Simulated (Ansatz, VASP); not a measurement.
# Two plane-wave programs on PbSe

```
Pb Se
1.0
     0.00000    6.53869    3.07367
     3.07367    0.00000    3.07367
     3.07367    6.53869    0.00000
Pb Se
2 2
Direct
  0.13243 0.85063 0.14937
  0.85063 0.13243 0.86757
  0.63731 0.34564 0.65436
  0.34564 0.63731 0.36269
```

Alike in both runs: task single point; functional r2SCAN; k mesh 6 × 6 × 6; no spin polarisation.

|  | VASP | Ansatz |
| --- | --- | --- |
| version | VASP 6.6.1 | Ansatz 0.2.0 |
| potentials or method | VASP PAW PBE potentials, release 64 (Pb_d, Se) | plane waves, PAW |
| plane-wave cutoff (eV) | 520 | 500 |
| occupations | gaussian, width 0.01 eV | fixed |
| valence electrons in the cell | 40 | 60 |

```csv
,VASP,Ansatz,Ansatz less VASP
gap on the k mesh at the Fermi level (eV),0.82,0.83,+0.007
pressure (GPa),0.9,0.9,-0.03
rms of the force components (eV/Å),0.002,0.009,+0.0069
```

VASP's potentials were made for PBE, not for r2SCAN. Atom by atom the forces differ by 0.007 eV/Å (rms over components). VASP's potentials hold 40 valence electrons a cell and Ansatz's 60, so a difference there can come from the potentials and not from the codes.

Neither program's run includes spin-orbit coupling.
